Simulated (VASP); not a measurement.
Here is a VASP 6.6.1 calculation.

File POSCAR:

```
Si
1.0
    0.0000000000      2.7765474481      2.7221053413
    2.6676632345      0.0000000000      2.7221053413
    2.6676632345      2.7765474481      0.0000000000
Si
2
Direct
    0.5000000000      0.5000000000      0.5000000000
    0.7500000000      0.7500000000      0.7500000000
```

The input INCAR.step1:

```
PREC = Accurate
ENCUT = 520
ISMEAR = 0
SIGMA = 0.05
LREAL = F
LASPH = T
NELM = 80
NBANDS = 11
GGA = PE
ALGO = Normal
EDIFF = 1E-4
LWAVE = T
LCHARG = F
```

Contents of INCAR.step2:

```
PREC = Accurate
ENCUT = 520
EDIFF = 1E-6
ISMEAR = 0
SIGMA = 0.05
LREAL = F
LASPH = T
NELM = 80
ALGO = Normal
ISIF = 2
LWAVE = F
LCHARG = F
METAGGA = R2SCAN
LMIXTAU = T
NBANDS = 11
ISTART = 1
```

The input KPOINTS:

```
regular mesh
0
Gamma
  8 8 8
```

Potentials or basis: VASP PAW PBE potentials, release 64 (Si).

Command:

```sh
$ cat potpaw_PBE.64/Si/POTCAR > POTCAR
$ cp INCAR.step1 INCAR
$ mpirun -np 1 vasp_std > vasp.out
$ cp INCAR.step2 INCAR
$ mpirun -np 1 vasp_std > vasp.out
```

Question: Estimate the pressure.

Answer: -0.2 GPa.

Question: Estimate the band gap on the k mesh.

Answer: 0.49 eV (least direct gap 2.53 eV).

Stress tensor (GPa, compression positive):
```
 1.85  0.00  0.00
 0.00 -2.43  0.00
 0.00  0.00 -0.10
```

Caveat: the cell differs from its parent crystal (strain -0.0200 x Voigt [1, -1, 0, 0, 0, 0]); the PAW data sets were made with another functional, which shifts forces and pressure a little. A k mesh can miss the band edges.
